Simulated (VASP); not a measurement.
Ti: single point with PBE

The system is Ti.

```
Ti
1.0
    -1.64100    1.64100    1.64100
     1.64100   -1.64100    1.64100
     1.64100    1.64100   -1.64100
Ti
1
Direct
  0.00000 0.00000 0.00000
```

| Property | Result |
| --- | --- |
| Program | VASP 6.6.1 |
| Task | single point |
| Functional | PBE |
| Potentials or basis | VASP PAW PBE potentials, release 64 (Ti_sv) |
| Cutoff | 520 eV |
| k mesh | 7 × 7 × 7 |
| Occupations | fermi-dirac, width 0.06 eV |
| Spin | no spin polarisation |
| Dipole correction | no |
| Further INCAR settings | ALGO = Fast; EDIFF = 1e-07; NBANDS = 12 |

```json
{"Pressure": "-1.8 GPa", "Band gap on the k mesh": "zero (band 6 reaches 8.84 eV, above the bottom of band 7 at 7.39 eV)"}
```

Levels at points of the mesh, in eV from the Fermi level:
| k point | band 3 | band 4 | band 5 | band 6 | band 7 | band 8 | band 9 | band 10 |
| --- | --- | --- | --- | --- | --- | --- | --- | --- |
| (0.00, 0.00, 0.00) | -32.49 | -32.49 | -5.91 | 0.95 | 0.95 | 0.95 | 2.66 | 2.66 |

Run time: 11 s on 1 thread of Intel(R) Xeon(R) Platinum 8559C (Emerald Rapids), with other jobs on the host, peak memory 0.13 GiB.

Caveat: the k points lie up to 0.39 Å⁻¹ apart.
